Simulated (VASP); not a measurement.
Wanted: the native input for a VASP 6.6.1 run.

| Quantity | Value |
| --- | --- |
| Task | single point |
| Functional | PBE |
| Potentials or basis | VASP PAW PBE potentials, release 64 (Ge_d, Sb, Os) |
| Cutoff | 520 eV |
| k mesh | 6 × 6 × 2 |
| Occupations | gaussian, width 0.1 eV |
| Spin | no spin polarisation |
| Dipole correction | no |
| Further INCAR settings | ALGO = Normal; EDIFF = 1e-06; NBANDS = 45 |

The structure of GeSbOs2 lies in POSCAR:

```
GeSbOs2
1.0
    4.6186974600      0.0000000000      0.0000000000
   -2.3093487300      3.9999093400      0.0000000000
    0.0000000000      0.0000000000      8.1723632600
Ge Sb Os
2 2 4
Direct
    0.3333333300      0.6666666700      0.7500000000
    0.6666666700      0.3333333300      0.2500000000
    0.0000000000      0.0000000000      0.0000000000
    0.0000000000      0.0000000000      0.5000000000
    0.0000000000      0.0000000000      0.2500000000
    0.0000000000      0.0000000000      0.7500000000
    0.3333333300      0.6666666700      0.2500000000
    0.6666666700      0.3333333300      0.7500000000
```

The cell was built from a structure type or drawn by symmetry, and may not be a known phase.

These files were run (other wordings do the same):

INCAR

```
PREC = Accurate ; ENCUT = 520
EDIFF = 1E-6 ; ISMEAR = 0
SIGMA = 0.1 ; LREAL = False
LASPH = True ; NELM = 60
ALGO = Normal ; ISIF = 2
LWAVE = False ; LCHARG = False
GGA = PE ; NBANDS = 45
```

KPOINTS

```
Automatic mesh
0
Gamma
  6 6 2
```

Potentials or basis: VASP PAW PBE potentials, release 64 (Ge_d, Sb, Os).

Launch:

```sh
$ cat potpaw_PBE.64/Ge_d/POTCAR potpaw_PBE.64/Sb/POTCAR potpaw_PBE.64/Os/POTCAR > POTCAR
$ mpirun -np 1 vasp_std > vasp.out
```

It gave:

```json
{
  "Pressure": "51.0 GPa",
  "Band gap on the k mesh": "zero (bands 35 and 36 overlap by 0.90 eV)"
}
```

Caveat: the k points lie up to 0.38 Å⁻¹ apart, too coarse for converged energies and pressures of a metal; spin-orbit coupling is left out, which moves the levels of the heavy elements.

Wall time 4.5 min on 1 thread of AMD EPYC 7R13 (shared host), peak memory 0.32 GiB.
